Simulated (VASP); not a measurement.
# Ti (P6_3/mmc) in VASP: further runs, part 3 of 3

VASP 6.6.1. Earlier steps stand in the parts before.

## (5) Single point, LDA

This run uses another cell than the first one, of the same volume but with other edges.

INCAR reads:

```
  ALGO = Fast
  EDIFF = 1E-6
  ENCUT = 520
  ISIF = 2
  ISMEAR = 0
  LASPH = T
  LCHARG = F
  LREAL = F
  LWAVE = F
  NBANDS = 19
  NELM = 80
  PREC = Accurate
  SIGMA = 0.15
```

KPOINTS reads:

```
k-points
0
Gamma
  21 21 12
```

POSCAR reads:

```
Ti
1.0
    3.1777888630      0.0000000000      0.0000000000
   -1.5888944315      2.7520458832      0.0000000000
    0.0000000000      0.0000000000      4.0382723830
Ti
2
Direct
    0.3333333333      0.6666666667      0.2500000000
    0.6666666667      0.3333333333      0.7500000000
```

Started as:

```
> cat potpaw_LDA.64/Ti_sv/POTCAR > POTCAR
> mpirun -np 1 vasp_std > vasp.out
```

Run time: 5.6 min. Hardware: 1 thread of AMD EPYC 9R45 (Zen 5), shared host; peak memory 0.24 GiB.

It converged, with:

```yaml
Free_energy: -16.7484 eV
Pressure: -8.6 GPa
Band_gap_on_the_k_mesh: zero (bands 12 and 13 overlap by 0.91 eV)
```

Stress tensor (GPa, compression positive):
```
-13.17   0.00   0.00
  0.00 -13.17   0.00
  0.00   0.00   0.64
```

Levels at points of the mesh, in eV from the Fermi level:
| k point | band 8 | band 9 | band 10 | band 11 | band 12 | band 13 | band 14 | band 15 | band 16 | band 17 |
| --- | --- | --- | --- | --- | --- | --- | --- | --- | --- | --- |
| (0.00, 0.00, 0.00) | -32.18 | -5.86 | -2.48 | 0.56 | 0.56 | 0.78 | 0.78 | 1.44 | 1.44 | 2.25 |
| (0.00, 0.00, 0.50) | -32.43 | -3.49 | -3.49 | 0.02 | 0.02 | 0.02 | 0.02 | 1.21 | 1.21 | 3.20 |

Caveat: the cell stands under tension.

## (6) Single point, LDA

This run uses another cell than the first one, of the same volume but with other edges.

INCAR reads:

```
SYSTEM = Ti
PREC = Accurate
ENCUT = 520
EDIFF = 1E-6
ISMEAR = 0
SIGMA = 0.15
LREAL = .FALSE.
LASPH = .TRUE.
NELM = 80
ALGO = Fast
ISIF = 2
LWAVE = .FALSE.
LCHARG = .FALSE.
NBANDS = 19
```

KPOINTS reads:

```
regular mesh
0
G
  21 21 12
  0 0 0
```

POSCAR reads:

```
Ti
1.0
    2.7029660044      0.0000000000      0.0000000000
   -1.3514830022      2.3408372254      0.0000000000
    0.0000000000      0.0000000000      5.5816746605
Ti
2
Direct
    0.3333333333      0.6666666667      0.2500000000
    0.6666666667      0.3333333333      0.7500000000
```

Potentials or basis: VASP PAW LDA potentials, release 64 (Ti_sv).

Started as:

```
> cat potpaw_LDA.64/Ti_sv/POTCAR > POTCAR
> mpirun -np 1 vasp_std > vasp.out
```

OUTCAR:

```text
SYSTEM = Ti
   PREC = Accurate
   ENCUT = 520
   EDIFF = 1E-6
   ISMEAR = 0
   LREAL = .FALSE.
   LASPH = .TRUE.
   NELM = 80
   ISIF = 2

 ion  position               nearest neighbor table
   1  0.333  0.667  0.250-
   2  0.667  0.333  0.750-

  LATTYP: Found a hexagonal cell.
 ALAT       =     2.7029660044
 C/A-ratio  =     2.0650184469

  Lattice vectors:

 A1 = (   2.7029660044,   0.0000000000,   0.0000000000)
 A2 = (  -1.3514830022,   2.3408372254,   0.0000000000)
 A3 = (   0.0000000000,   0.0000000000,   5.5816746605)

Analysis of symmetry for initial positions (statically):
=====================================================================
 Subroutine PRICEL returns:
 Original cell was already a primitive cell.

 Routine SETGRP: Setting up the symmetry group for a
 hexagonal supercell.

 Subroutine GETGRP returns: Found 24 space group operations
 (whereof 12 operations were pure point group operations)
 out of a pool of 24 trial point group operations.

The static configuration has the point symmetry D_3d.
 The point group associated with its full space group is D_6h.

Analysis of symmetry for dynamics (positions and initial velocities):
=====================================================================
 Subroutine PRICEL returns:
 Original cell was already a primitive cell.

 Routine SETGRP: Setting up the symmetry group for a
 hexagonal supercell.

 Subroutine GETGRP returns: Found 24 space group operations
 (whereof 12 operations were pure point group operations)
 out of a pool of 24 trial point group operations.

The dynamic configuration has the point symmetry D_3d.
 The point group associated with its full space group is D_6h.

 Subroutine INISYM returns: Found 24 space group operations
 (whereof 12 operations are pure point group operations),
 and found     1 'primitive' translations

----------------------------------------------------------------------------------------

                                     Primitive cell

  volume of cell :      35.3164

  direct lattice vectors                    reciprocal lattice vectors
     2.702966004  0.000000000  0.000000000     0.369963958  0.213598790  0.000000000
    -1.351483002  2.340837225  0.000000000     0.000000000  0.427197581  0.000000000
     0.000000000  0.000000000  5.581674661     0.000000000  0.000000000  0.179157701

  length of vectors
     2.702966004  2.702966004  5.581674661     0.427197581  0.427197581  0.179157701

  position of ions in fractional coordinates (direct lattice)
     0.333333333  0.666666667  0.250000000
     0.666666667  0.333333333  0.750000000

  ion indices of the primitive-cell ions
   primitive index   ion index
                 1           1
                 2           2

----------------------------------------------------------------------------------------

 KPOINTS: regular mesh

Automatic generation of k-mesh.
 Grid dimensions read from file:
 generate k-points for:   21   21   12

 Generating k-lattice:

  Cartesian coordinates                     Fractional coordinates (reciprocal lattice)
     0.017617331  0.010171371  0.000000000     0.047619048 -0.000000000  0.000000000
     0.000000000  0.020342742  0.000000000     0.000000000  0.047619048  0.000000000
     0.000000000  0.000000000  0.014929808     0.000000000  0.000000000  0.083333333

  Length of vectors
     0.020342742  0.020342742  0.014929808

  Shift w.r.t. Gamma in fractional coordinates (k-lattice)
     0.000000000  0.000000000  0.000000000

 Subroutine IBZKPT returns following result:
 ===========================================

 Found    336 irreducible k-points:

 Following reciprocal coordinates:
            Coordinates               Weight
  0.000000  0.000000  0.000000      1.000000
  0.047619  0.000000  0.000000      6.000000
  0.095238  0.000000  0.000000      6.000000
  0.142857  0.000000  0.000000      6.000000
  0.190476  0.000000  0.000000      6.000000
  0.238095 -0.000000  0.000000      6.000000
[... 16 lines left out ...]
  0.142857  0.095238  0.000000     12.000000
  0.190476  0.095238  0.000000     12.000000
 [... further k-points ...]
   k-points           NKPTS =    336   k-points in BZ     NKDIM =    336   number of bands    NBANDS=     19
   number of dos      NEDOS =    301   number of ions     NIONS =      2
   total plane-waves  NPLWV =  16800
   dimension x,y,z NGX =    20 NGY =   20 NGZ =   42
   dimension x,y,z NGXF=    40 NGYF=   40 NGZF=   84
   ions per type =               2
   NGX,Y,Z   is equivalent  to a cutoff of  12.30, 12.30, 12.51 a.u.
   NGXF,Y,Z  is equivalent  to a cutoff of  24.60, 24.60, 25.02 a.u.
 SYSTEM =  Ti
   PREC   = accura    normal or accurate (medium, high low for compatibility)
   ISTART =      0    job   : 0-new  1-cont  2-samecut
   ICHARG =      2    charge: 1-file 2-atom 10-const
   ISPIN  =      1    spin polarized calculation?
   LNONCOLLINEAR =      F non collinear calculations
   LSORBIT =      F    spin-orbit coupling
   LASPH  =      T    aspherical Exc in radial PAW
   ENCUT  =  520.0 eV  38.22 Ry    6.18 a.u.   5.03  5.03 10.38*2*pi/ulx,y,z
   NELM   =     80;   NELMIN=  2; NELMDL= -5     # of ELM steps
   EDIFF  = 0.1E-05   stopping-criterion for ELM
   LREAL  =      F    real-space projection
   EDIFFG = 0.1E-04   stopping-criterion for IOM
   NSW    =      0    number of steps for IOM
   IBRION =     -1    ionic relax: 0-MD 1-quasi-New 2-CG
   NFREE  =      0    steps in history (QN), initial steepest desc. (CG)
   ISIF   =      2    stress and relaxation
   ISYM   =      2    0-nonsym 1-usesym 2-fastsym
   POTIM  = 0.5000    time-step for ionic-motion
   TEBEG  =    0.0;   TEEND  =   0.0 temperature during run
   PSTRESS=    0.0 pullay stress
   NELECT =      24.0000    total number of electrons
   NUPDOWN=      -1.0000    fix difference up-down
   EMIN   =  10.00;   EMAX   =-10.00  energy-range for DOS
   EFERMI =   0.00;   METHOD = LEGACY
   ISMEAR =     0;   SIGMA  =   0.15  broadening in eV -4-tet -1-fermi 0-gaus
   EFERMI_NEDOS =   21; number of points for ismear=-14 and -15
   IALGO  =     68    algorithm
   IMIX   =      4    mixing-type and parameters
     AMIX     =   0.40;   BMIX     =  1.00
     AMIX_MAG =   1.60;   BMIX_MAG =  1.00
  volume/ion in A,a.u.               =      17.66       119.16
  Fermi-wavevector in a.u.,A,eV,Ry     =   1.439306  2.719894 28.185854  2.071602
  Thomas-Fermi vector in A             =   2.558176
   LORBIT       =      0    0 simple, 1 ext, 2 COOP (PROOUT), +10 PAW based schemes
   GGA     = CA    functional components
   LHFCALC =     F    Hartree Fock is set to
   AEXX    =    0.0000 exact exchange contribution
   IVDW    =     0    specifies the selected vdW correction
   LEPSILON=     F    determine dielectric tensor
   LRPA    =     F    only Hartree local field effects (RPA)
 non-spin polarized calculation
 RMM-DIIS sequential band-by-band and
 Gauss-broadening in eV      SIGMA  =   0.15
  energy-cutoff  :      520.00
  volume of cell :       35.32
 maximum number of plane-waves:       969
 NGX is ok and might be reduce to    20

 number of electron      24.0000002 magnetization

 Free energy of the ion-electron system (eV)
  ---------------------------------------------------
  ext. energy  EPLUGINS =         0.00000000
  ---------------------------------------------------
  free energy    TOTEN  =       -16.66938664 eV

  energy without entropy =      -16.64932868  energy(sigma->0) =      -16.65935766

 E-fermi :   7.7507     XC(G=0): -11.6447

 val. band max:        7.7438981736   @ k =   0.1905   0.1429   0.4167
 cond. band min:       7.7544764199   @ k =   0.1429   0.1429   0.3333
 fundamental gap:      0.0105782462
 Fermi energy:         7.7507107496

 k-point     1 :       0.0000    0.0000    0.0000
  band No.  band energies     occupation
      1     -48.1618      2.00000
      2     -48.1209      2.00000
      3     -24.9185      2.00000
      4     -24.5854      2.00000
      5     -24.2214      2.00000
      6     -24.2214      2.00000
[... 11 lines left out ...]
     18      10.7357      0.00000
     19      11.2632      0.00000
[... 485 lines left out ...]
 k-point    24 :       0.1905    0.0952    0.0000
  band No.  band energies     occupation
      1     -48.0579      2.00000
      2     -48.0277      2.00000
      3     -24.7910      2.00000
      4     -24.7179      2.00000
      5     -24.7032      2.00000
      6     -24.5478      2.00000
[... 11 lines left out ...]
     18      10.6147      0.00000
     19      11.0295      0.00000

 [... further k-points ...]

------------------------ aborting loop because EDIFF is reached ----------------------------------------

  FORCE on cell =-STRESS in cart. coord.  units (eV):
  Direction    XX          YY          ZZ          XY          YZ          ZX
  --------------------------------------------------------------------------------------
  -------------------------------------------------------------------------------------
  Total       -1.0413811     -1.0413811     -4.2576886      0.0000000      0.0000000     -0.0000000
  in kB      -47.2437044    -47.2437044   -193.1559821      0.0000000      0.0000000     -0.0000000
  external PRESSURE =     -95.8811303 kB  Pullay stress =       0.0000000 kB

 VOLUME and BASIS-vectors are now :
 -----------------------------------------------------------------------------
  energy-cutoff  :      520.00
  volume of cell :       35.32
      direct lattice vectors                 reciprocal lattice vectors
     2.702966004  0.000000000  0.000000000     0.369963958  0.213598790  0.000000000
    -1.351483002  2.340837225  0.000000000     0.000000000  0.427197581  0.000000000
     0.000000000  0.000000000  5.581674661     0.000000000  0.000000000  0.179157701

 POSITION                                       TOTAL-FORCE (eV/Angst)
 -----------------------------------------------------------------------------------
     -0.00000      1.56056      1.39542        -0.000000      0.000000      0.000000
      1.35148      0.78028      4.18626         0.000000     -0.000000      0.000000
 -----------------------------------------------------------------------------------
    total drift:                               -0.000000      0.000000     -0.000000

  FREE ENERGIE OF THE ION-ELECTRON SYSTEM (eV)
  ---------------------------------------------------
  free  energy   TOTEN  =       -16.6693866402 eV

  energy  without entropy=      -16.6493286839  energy(sigma->0) =      -16.65935766
```

OSZICAR:

```text
N       E                     dE             d eps       ncg     rms          rms(c)
DAV:   1     0.263080276358E+03    0.26308E+03   -0.13040E+04 12792   0.156E+03
DAV:   2     0.116102787919E+02   -0.25147E+03   -0.24745E+03 13146   0.440E+02
DAV:   3    -0.169699460249E+02   -0.28580E+02   -0.28057E+02 23430   0.121E+02
[... 23 lines left out ...]
RMM:  27    -0.166693842867E+02   -0.26609E-05   -0.22051E-05 16771   0.242E-02    0.342E-02
RMM:  28    -0.166693854202E+02   -0.11335E-05   -0.16398E-05 13680   0.170E-02    0.335E-02
RMM:  29    -0.166693857585E+02   -0.33834E-06   -0.12559E-05 15518   0.174E-02    0.298E-02
RMM:  30    -0.166693858201E+02   -0.61525E-07   -0.12028E-05 17811   0.242E-02    0.193E-02
RMM:  31    -0.166693866402E+02   -0.82010E-06   -0.82297E-06 14432   0.184E-02
   1 F= -.16669387E+02 E0= -.16659358E+02  d E =-.200580E-01
```

Wall time 4.5 min (1 thread of AMD EPYC 9R45 (Zen 5), shared host); peak memory 0.25 GiB.

What came out:

```
Free energy            : -16.6694 eV
Pressure               : -9.6 GPa
Band gap on the k mesh : zero (bands 12 and 13 overlap by 0.10 eV)
```

Stress tensor (GPa, compression positive):
```
 -4.72   0.00   0.00
  0.00  -4.72   0.00
  0.00   0.00 -19.32
```

Caveat: the cell stands under tension.

## (7) The runs side by side

| cell | further INCAR settings | gap on the mesh (eV) | pressure (GPa) |
| --- | --- | --- | --- |
| a = 2.858, b = 2.858, c = 4.993 Å, angles 90.0, 90.0, 120.0°, 2 atoms | ALGO = Fast; EDIFF = 1e-06; NBANDS = 19 | none | -10.1 |
| a = 2.990, b = 2.990, c = 4.560 Å, angles 90.0, 90.0, 120.0°, 2 atoms | ALGO = Fast; EDIFF = 1e-07; NBANDS = 19 | none | -9.8 |
| a = 2.902, b = 2.902, c = 4.841 Å, angles 90.0, 90.0, 120.0°, 2 atoms | ALGO = Fast; EDIFF = 1e-06; NBANDS = 19 | none | -10.2 |
| a = 3.178, b = 3.178, c = 4.038 Å, angles 90.0, 90.0, 120.0°, 2 atoms | ALGO = Fast; EDIFF = 1e-06; NBANDS = 19 | none | -8.6 |
| a = 2.703, b = 2.703, c = 5.582 Å, angles 90.0, 90.0, 120.0°, 2 atoms | ALGO = Fast; EDIFF = 1e-06; NBANDS = 19 | none | -9.6 |

Alike in all rows: task single point; level LDA; potentials or basis VASP PAW LDA potentials, release 64 (Ti_sv); no spin polarisation; k mesh 21 × 21 × 12; cutoff (eV) 520; smearing gaussian 0.15 eV.

Caveats: the cell stands under tension.

Absolute energies hang on the potentials; compare differences alone.
